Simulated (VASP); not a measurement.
Crystal: ZnS (de600).

```
Zn S
1.0
     0.00000    2.69368    2.69368
     2.69368    0.00000    2.69368
     2.69368    2.69368    0.00000
Zn S
1 1
Direct
  0.00000 0.00000 0.00000
  0.75000 0.75000 0.75000
```

```yaml
Program: VASP 6.6.1
Task: relaxation of cell and atoms
Functional: LDA
Potentials_or_basis: VASP PAW LDA potentials, release 64 (Zn, S)
Cutoff: 600 eV
k_mesh: 8 × 8 × 8
Occupations: gaussian, width 0.02 eV
Spin: no spin polarisation
```

At the start: pressure -3.7 GPa; volume 19.55 Å³/atom.

Q: How do energy, volume and symmetry change on relaxing?

A: Over 3 steps the energy falls by 11.1 meV/atom and the volume is 18.63 Å³/atom (-4.7 %); space group F-43m (No. 216, to 0.05 Å).

Step by step:
| step | energy change (eV) | largest force (eV/Å) | pressure (GPa) | volume (Å³) |
| --- | --- | --- | --- | --- |
| 1 | 0.0000 | 0.0000 | -3.73 | 39.09 |
| 2 | -0.0187 | 0.0000 | 1.70 | 36.57 |
| 3 | -0.0222 | 0.0000 | -0.01 | 37.26 |

Final structure:
```
Zn S
1.0
     0.00000    2.65097    2.65097
     2.65097    0.00000    2.65097
     2.65097    2.65097    0.00000
Zn S
1 1
Direct
  0.00000 0.00000 0.00000
  0.75000 0.75000 0.75000
```
